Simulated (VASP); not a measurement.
# Ag (Fm-3m) in VASP: notebook, part 2 of 2

VASP 6.6.1. Earlier steps stand in the parts before.

## Step 5: Single point, PBE (volume scaled by 0.52)

The input, INCAR:

```
ALGO = Normal
EDIFF = 1E-6
ENCUT = 520
GGA = PE
ISIF = 2
ISMEAR = -1
LASPH = T
LCHARG = F
LREAL = F
LWAVE = F
NBANDS = 12
NELM = 60
PREC = Accurate
SIGMA = 0.1
```

The input, KPOINTS:

```
k-points
0
Gamma
  16 16 16
```

The input, POSCAR:

```
Ag
1.0
    0.0000000000      1.6679057328      1.6679057328
    1.6679057328      0.0000000000      1.6679057328
    1.6679057328      1.6679057328      0.0000000000
Ag
1
Direct
    0.0000000000      0.0000000000      0.0000000000
```

Potentials or basis: VASP PAW PBE potentials, release 64 (Ag).

Command:

```console
$ cat potpaw_PBE.64/Ag/POTCAR > POTCAR
$ mpirun -np 1 vasp_std > vasp.out
```

OUTCAR:

```text
EDIFF = 1E-6
   ENCUT = 520
   GGA = PE
   ISIF = 2
   ISMEAR = -1
   LASPH = T
   LREAL = F
   NELM = 60
   PREC = Accurate

 ion  position               nearest neighbor table
   1  0.000  0.000  0.000-

  LATTYP: Found a face centered cubic cell.
 ALAT       =     3.3358114656

  Lattice vectors:

 A1 = (   0.0000000000,   1.6679057328,   1.6679057328)
 A2 = (   1.6679057328,   0.0000000000,   1.6679057328)
 A3 = (   1.6679057328,   1.6679057328,   0.0000000000)

Analysis of symmetry for initial positions (statically):
=====================================================================
 Subroutine PRICEL returns:
 Original cell was already a primitive cell.

 Routine SETGRP: Setting up the symmetry group for a
 face centered cubic supercell.

 Subroutine GETGRP returns: Found 48 space group operations
 (whereof 48 operations were pure point group operations)
 out of a pool of 48 trial point group operations.

The static configuration has the point symmetry O_h .

Analysis of symmetry for dynamics (positions and initial velocities):
=====================================================================
 Subroutine PRICEL returns:
 Original cell was already a primitive cell.

 Routine SETGRP: Setting up the symmetry group for a
 face centered cubic supercell.

 Subroutine GETGRP returns: Found 48 space group operations
 (whereof 48 operations were pure point group operations)
 out of a pool of 48 trial point group operations.

The dynamic configuration has the point symmetry O_h .

 Subroutine INISYM returns: Found 48 space group operations
 (whereof 48 operations are pure point group operations),
 and found     1 'primitive' translations

----------------------------------------------------------------------------------------

                                     Primitive cell

  volume of cell :       9.2799

  direct lattice vectors                    reciprocal lattice vectors
     0.000000000  1.667905733  1.667905733    -0.299777134  0.299777134  0.299777134
[... 106 lines left out ...]
  Fermi-wavevector in a.u.,A,eV,Ry     =   1.732570  3.274083 40.841972  3.001800
  Thomas-Fermi vector in A             =   2.806722
   LORBIT       =      0    0 simple, 1 ext, 2 COOP (PROOUT), +10 PAW based schemes
   GGA     = PE    functional components
   LHFCALC =     F    Hartree Fock is set to
   AEXX    =    0.0000 exact exchange contribution
   IVDW    =     0    specifies the selected vdW correction
   LEPSILON=     F    determine dielectric tensor
   LRPA    =     F    only Hartree local field effects (RPA)
 non-spin polarized calculation
  energy-cutoff  :      520.00
  volume of cell :        9.28
 maximum number of plane-waves:       263
 NGX is ok and might be reduce to    18
   NGX =  9   NGY =  9   NGZ =  9

 number of electron      11.0000003 magnetization

 Free energy of the ion-electron system (eV)
  ---------------------------------------------------
  ext. energy  EPLUGINS =         0.00000000
  ---------------------------------------------------
  free energy    TOTEN  =         2.22035800 eV

  energy without entropy =        2.22772280  energy(sigma->0) =        2.22404040

 E-fermi :  21.3516     XC(G=0): -16.2332

 val. band max:       21.2704177334   @ k =  -0.2500   0.2500   0.0625
 cond. band min:      21.3901194711   @ k =   0.5000   0.2500   0.1250
 fundamental gap:      0.1197017376
 Fermi energy:        21.3515645232

 k-point     1 :       0.0000    0.0000    0.0000
  band No.  band energies     occupation
      1       7.1306      2.00000
      2      12.0827      2.00000
      3      12.0827      2.00000
      4      12.0827      2.00000
      5      15.0169      2.00000
      6      15.0169      2.00000
      7      35.8515      0.00000
      8      43.3687      0.00000
      9      43.3687      0.00000
     10      43.3687      0.00000
     11      50.5009      0.00000
     12      54.8612      0.00000
[... 331 lines left out ...]
 k-point    24 :      -0.0625    0.0625    0.0000
  band No.  band energies     occupation
      1       7.6792      2.00000
      2      11.8040      2.00000
      3      12.2852      2.00000
      4      12.3657      2.00000
      5      14.7423      2.00000
      6      15.0504      2.00000
      7      36.7271      0.00000
      8      41.2680      0.00000
      9      43.6298      0.00000
     10      44.5445      0.00000
     11      53.1709      0.00000
     12      54.7325      0.00000

 [... further k-points ...]
[... 5 lines left out ...]
  --------------------------------------------------------------------------------------
  -------------------------------------------------------------------------------------
  Total       21.3402949     21.3402949     21.3402949      0.0000000      0.0000000     -0.0000000
  in kB     3684.3976683   3684.3976683   3684.3976683      0.0000000      0.0000000     -0.0000000
  external PRESSURE =    3684.3976683 kB  Pullay stress =       0.0000000 kB

 VOLUME and BASIS-vectors are now :
 -----------------------------------------------------------------------------
  energy-cutoff  :      520.00
  volume of cell :        9.28
      direct lattice vectors                 reciprocal lattice vectors
     0.000000000  1.667905733  1.667905733    -0.299777134  0.299777134  0.299777134
     1.667905733  0.000000000  1.667905733     0.299777134 -0.299777134  0.299777134
     1.667905733  1.667905733  0.000000000     0.299777134  0.299777134 -0.299777134

 POSITION                                       TOTAL-FORCE (eV/Angst)
 -----------------------------------------------------------------------------------
      0.00000      0.00000      0.00000         0.000000      0.000000      0.000000
 -----------------------------------------------------------------------------------
    total drift:                                0.000000     -0.000000      0.000000

  FREE ENERGIE OF THE ION-ELECTRON SYSTEM (eV)
  ---------------------------------------------------
  free  energy   TOTEN  =         2.2203579971 eV

  energy  without entropy=        2.2277228006  energy(sigma->0) =        2.22404040
```

OSZICAR:

```text
N       E                     dE             d eps       ncg     rms          rms(c)
DAV:   1     0.592193114518E+02    0.59219E+02   -0.56773E+03  3544   0.910E+02
DAV:   2     0.264178330939E+01   -0.56578E+02   -0.54198E+02  4084   0.228E+02
DAV:   3     0.186856547749E+01   -0.77322E+00   -0.77282E+00  4220   0.259E+01
DAV:   4     0.186728550434E+01   -0.12800E-02   -0.12799E-02  4208   0.114E+00
DAV:   5     0.186728171594E+01   -0.37884E-05   -0.37905E-05  4372   0.542E-02    0.322E+01
DAV:   6     0.210818013263E+01    0.24090E+00   -0.15519E-01  4288   0.420E+00    0.188E+01
DAV:   7     0.221717290696E+01    0.10899E+00   -0.94215E-02  4700   0.313E+00    0.151E+00
DAV:   8     0.222039271845E+01    0.32198E-02   -0.90225E-03  3864   0.105E+00    0.111E-01
DAV:   9     0.222036538676E+01   -0.27332E-04   -0.54528E-05  4380   0.691E-02    0.147E-02
DAV:  10     0.222035803351E+01   -0.73533E-05   -0.41743E-06  4292   0.136E-02    0.271E-03
DAV:  11     0.222035799710E+01   -0.36412E-07   -0.79825E-08  3064   0.221E-03
   1 F= 0.22203580E+01 E0= 0.22240404E+01  d E =-.736480E-02
```

Wall time 10 s (1 thread of AMD EPYC 9R14 (Zen 4), shared host); peak memory 0.1 GiB.

What came out:

```yaml
Free_energy: 2.2204 eV
Pressure: 368.4 GPa
```

Levels at points of the mesh, in eV from the Fermi level:
```
           k point  band 3  band 4  band 5  band 6  band 7  band 8  band 9  band 10
(0.00, 0.00, 0.00)   -9.27   -9.27   -6.33   -6.33   14.50   22.02   22.02    22.02
(0.50, 0.00, 0.00)   -9.41   -4.09   -4.09   -3.02    8.06   13.98   22.83    22.83
(0.50, 0.50, 0.00)   -4.15   -3.48   -3.48    0.50   12.66   12.96   12.96    26.16
```

## Step 6: Single point, PBE (volume scaled by 0.6)

The input, INCAR:

```
SYSTEM = Ag
  PREC = Accurate
  ENCUT = 520
  EDIFF = 1E-7
  ISMEAR = -1
  SIGMA = 0.1
  LREAL = .False.
  LASPH = .True.
  NELM = 60
  ALGO = Normal
  ISIF = 2
  LWAVE = .False.
  LCHARG = .False.
  GGA = PE
  NBANDS = 12
```

The input, KPOINTS:

```
Automatic mesh
0
Gamma
  16 16 16
  0 0 0
```

The input, POSCAR:

```
Ag
1.0
    0.0000000000      1.7493933460      1.7493933460
    1.7493933460      0.0000000000      1.7493933460
    1.7493933460      1.7493933460      0.0000000000
Ag
1
Direct
    0.0000000000      0.0000000000      0.0000000000
```

Potentials or basis: VASP PAW PBE potentials, release 64 (Ag).

Command:

```console
$ cat potpaw_PBE.64/Ag/POTCAR > POTCAR
$ mpirun -np 1 vasp_std > vasp.out
```

OUTCAR:

```text
SYSTEM = Ag
   PREC = Accurate
   ENCUT = 520
   EDIFF = 1E-7
   ISMEAR = -1
   LREAL = .False.
   LASPH = .True.
   NELM = 60
   ISIF = 2
   GGA = PE

 ion  position               nearest neighbor table
   1  0.000  0.000  0.000-

  LATTYP: Found a face centered cubic cell.
 ALAT       =     3.4987866920

  Lattice vectors:

 A1 = (   0.0000000000,   1.7493933460,   1.7493933460)
 A2 = (   1.7493933460,   0.0000000000,   1.7493933460)
 A3 = (   1.7493933460,   1.7493933460,   0.0000000000)

Analysis of symmetry for initial positions (statically):
=====================================================================
 Subroutine PRICEL returns:
 Original cell was already a primitive cell.

 Routine SETGRP: Setting up the symmetry group for a
 face centered cubic supercell.

 Subroutine GETGRP returns: Found 48 space group operations
 (whereof 48 operations were pure point group operations)
 out of a pool of 48 trial point group operations.

The static configuration has the point symmetry O_h .

Analysis of symmetry for dynamics (positions and initial velocities):
=====================================================================
 Subroutine PRICEL returns:
[... 159 lines left out ...]
 Fermi energy:        17.3494949587

 k-point     1 :       0.0000    0.0000    0.0000
  band No.  band energies     occupation
      1       5.0379      2.00000
      2       9.6457      2.00000
      3       9.6457      2.00000
      4       9.6457      2.00000
      5      11.9569      2.00000
      6      11.9569      2.00000
      7      32.8807      0.00000
      8      39.3708      0.00000
      9      39.3708      0.00000
     10      39.3708      0.00000
     11      45.8316      0.00000
     12      52.0284      0.00000
[... 331 lines left out ...]
 k-point    24 :      -0.0625    0.0625    0.0000
  band No.  band energies     occupation
      1       5.5167      2.00000
      2       9.4313      2.00000
      3       9.8106      2.00000
      4       9.8713      2.00000
      5      11.7520      2.00000
      6      11.9885      2.00000
      7      33.5311      0.00000
      8      37.3277      0.00000
      9      39.4271      0.00000
     10      40.3549      0.00000
     11      47.7348      0.00000
     12      50.2307      0.00000

 [... further k-points ...]
[... 5 lines left out ...]
  --------------------------------------------------------------------------------------
  -------------------------------------------------------------------------------------
  Total       13.0448528     13.0448528     13.0448528     -0.0000000      0.0000000     -0.0000000
  in kB     1951.8990753   1951.8990753   1951.8990753     -0.0000000      0.0000000     -0.0000000
  external PRESSURE =    1951.8990753 kB  Pullay stress =       0.0000000 kB

 VOLUME and BASIS-vectors are now :
 -----------------------------------------------------------------------------
  energy-cutoff  :      520.00
  volume of cell :       10.71
      direct lattice vectors                 reciprocal lattice vectors
     0.000000000  1.749393346  1.749393346    -0.285813366  0.285813366  0.285813366
     1.749393346  0.000000000  1.749393346     0.285813366 -0.285813366  0.285813366
     1.749393346  1.749393346  0.000000000     0.285813366  0.285813366 -0.285813366

 POSITION                                       TOTAL-FORCE (eV/Angst)
 -----------------------------------------------------------------------------------
      0.00000      0.00000      0.00000        -0.000000      0.000000     -0.000000
 -----------------------------------------------------------------------------------
    total drift:                                0.000000     -0.000000      0.000000

  FREE ENERGIE OF THE ION-ELECTRON SYSTEM (eV)
  ---------------------------------------------------
  free  energy   TOTEN  =        -0.2063989411 eV

  energy  without entropy=       -0.1979760966  energy(sigma->0) =       -0.20218752
```

OSZICAR:

```text
N       E                     dE             d eps       ncg     rms          rms(c)
DAV:   1     0.559690551675E+02    0.55969E+02   -0.57399E+03  3504   0.891E+02
DAV:   2     0.272593175931E+00   -0.55696E+02   -0.53302E+02  4108   0.218E+02
DAV:   3    -0.522533109120E+00   -0.79513E+00   -0.79466E+00  4172   0.258E+01
DAV:   4    -0.524295146553E+00   -0.17620E-02   -0.17620E-02  4084   0.130E+00
DAV:   5    -0.524302545773E+00   -0.73992E-05   -0.73986E-05  4248   0.730E-02    0.210E+01
DAV:   6    -0.277279840137E+00    0.24702E+00   -0.37630E-01  4100   0.631E+00    0.121E+01
DAV:   7    -0.211738369604E+00    0.65541E-01   -0.97748E-02  4528   0.313E+00    0.260E+00
DAV:   8    -0.206377806119E+00    0.53606E-02   -0.83958E-03  3748   0.100E+00    0.182E-01
DAV:   9    -0.206393597027E+00   -0.15791E-04   -0.32866E-05  4188   0.581E-02    0.180E-02
DAV:  10    -0.206398900873E+00   -0.53038E-05   -0.35956E-06  4212   0.132E-02    0.280E-03
DAV:  11    -0.206399048470E+00   -0.14760E-06   -0.48522E-08  4024   0.188E-03    0.150E-03
DAV:  12    -0.206398936596E+00    0.11187E-06   -0.49082E-09  2472   0.701E-04    0.384E-04
DAV:  13    -0.206398941122E+00   -0.45261E-08   -0.38337E-10  2076   0.183E-04
   1 F= -.20639894E+00 E0= -.20218752E+00  d E =-.842284E-02
```

It took 14 s on 1 thread of AMD EPYC 9R14 (Zen 4), shared host; peak memory 0.1 GiB.

What came out:

* Free energy: -0.2064 eV
* Pressure: 195.2 GPa
